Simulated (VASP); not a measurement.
Write the native input for VASP 6.6.1 that does the following.

| Item | Value |
| --- | --- |
| Task | single point |
| Functional | LDA |
| Potentials or basis | VASP PAW LDA potentials, release 64 (Ge_d) |
| Cutoff | 520 eV |
| k mesh | 11 × 11 × 10 |
| Occupations | methfessel-paxton, width 0.1 eV |
| Spin | no spin polarisation |
| Dipole correction | no |
| Further INCAR settings | ALGO = Normal; EDIFF = 1e-06; NBANDS = 13 |

The structure of Ge lies in POSCAR:

```
Ge
1.0
    1.3971490000     -2.6005160000      0.0000000000
    1.3971490000      2.6005160000      0.0000000000
    0.0000000000      0.0000000000      2.6982310000
Ge
1
Direct
    0.5000000000      0.5000000000      0.0000000000
```

The input as run:

INCAR

```
SYSTEM = Ge
PREC = Accurate
ENCUT = 520
EDIFF = 1E-6
ISMEAR = 1
SIGMA = 0.1
LREAL = .FALSE.
LASPH = .TRUE.
NELM = 100
ALGO = Normal
ISIF = 2
LWAVE = .FALSE.
LCHARG = .FALSE.
NBANDS = 13
```

KPOINTS

```
regular mesh
0
G
  11 11 10
  0 0 0
```

Potentials or basis: VASP PAW LDA potentials, release 64 (Ge_d).

Run with:

```bash
$ cat potpaw_LDA.64/Ge_d/POTCAR > POTCAR
$ mpirun -np 1 vasp_std > vasp.out
```

Results of the run:

```
Pressure               : -5.8 GPa
Band gap on the k mesh : zero (band 7 reaches 12.54 eV, above the bottom of band 8 at 3.56 eV)
```

It took 28 s on 1 thread of AMD EPYC 9R45 (Zen 5), with other jobs on the host, peak memory 0.12 GiB.
